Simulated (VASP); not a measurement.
Write the native input for VASP 6.6.1 that does the following.

| Property | Result |
| --- | --- |
| Task | single point |
| Functional | r2SCAN |
| Potentials or basis | VASP PAW PBE potentials, release 64 (B, P) |
| Cutoff | 520 eV |
| k mesh | 8 × 8 × 8 |
| Occupations | gaussian, width 0.01 eV |
| Spin | no spin polarisation |
| Dipole correction | no |
| Further INCAR settings | ALGO = Normal; EDIFF = 1e-06; NBANDS = 11 |

The system is BP.

```
CELL_PARAMETERS angstrom
0.00000 2.31280 2.31280
2.31280 0.00000 2.31280
2.31280 2.31280 0.00000
ATOMIC_POSITIONS crystal
B 0.00000 0.00000 0.00000
P 0.25000 0.25000 0.25000
```

This cell differs from its parent crystal: volume changed by +6%.

These files were run (other wordings do the same):

POSCAR

```
BP
1.0
    0.0000000000      2.3128036275      2.3128036275
    2.3128036275      0.0000000000      2.3128036275
    2.3128036275      2.3128036275      0.0000000000
B P
1 1
Direct
    0.0000000000      0.0000000000      0.0000000000
    0.2500000000      0.2500000000      0.2500000000
```

INCAR.step1

```
PREC     = Accurate       # precision mode
ENCUT    = 520            # plane-wave cutoff, eV
ISMEAR   = 0              # smearing method
SIGMA    = 0.01           # smearing width, eV
LREAL    = F              # projectors in reciprocal space
LASPH    = T              # aspherical terms in the spheres
NELM     = 80             # most SCF steps
NBANDS   = 11             # bands
GGA      = PE             # functional
ALGO     = Normal         # electronic algorithm
EDIFF    = 1E-4           # SCF threshold, eV
LWAVE    = T              # write WAVECAR
LCHARG   = F              # write CHGCAR
```

INCAR.step2

```
PREC     = Accurate       # precision mode
ENCUT    = 520            # plane-wave cutoff, eV
EDIFF    = 1E-6           # SCF threshold, eV
ISMEAR   = 0              # smearing method
SIGMA    = 0.01           # smearing width, eV
LREAL    = F              # projectors in reciprocal space
LASPH    = T              # aspherical terms in the spheres
NELM     = 80             # most SCF steps
ALGO     = Normal         # electronic algorithm
ISIF     = 2              # what is computed and relaxed
LWAVE    = F              # write WAVECAR
LCHARG   = F              # write CHGCAR
METAGGA  = R2SCAN         # meta-GGA
LMIXTAU  = T            
NBANDS   = 11             # bands
ISTART   = 1
```

KPOINTS

```
regular mesh
0
Gamma
  8 8 8
```

Potentials or basis: VASP PAW PBE potentials, release 64 (B, P).

Command:

```bash
$ cat potpaw_PBE.64/B/POTCAR potpaw_PBE.64/P/POTCAR > POTCAR
$ cp INCAR.step1 INCAR
$ mpirun -np 1 vasp_std > vasp.out
$ cp INCAR.step2 INCAR
$ mpirun -np 1 vasp_std > vasp.out
```

It gave:

```
Pressure               : -9.3 GPa
Band gap on the k mesh : 1.54 eV, indirect (least direct gap 3.56 eV)
```

Caveat: the PAW data sets were made with another functional, which shifts forces and pressure a little.

It took 67 s on 1 thread of Intel Xeon 6975P-C (shared host), peak memory 0.11 GiB.
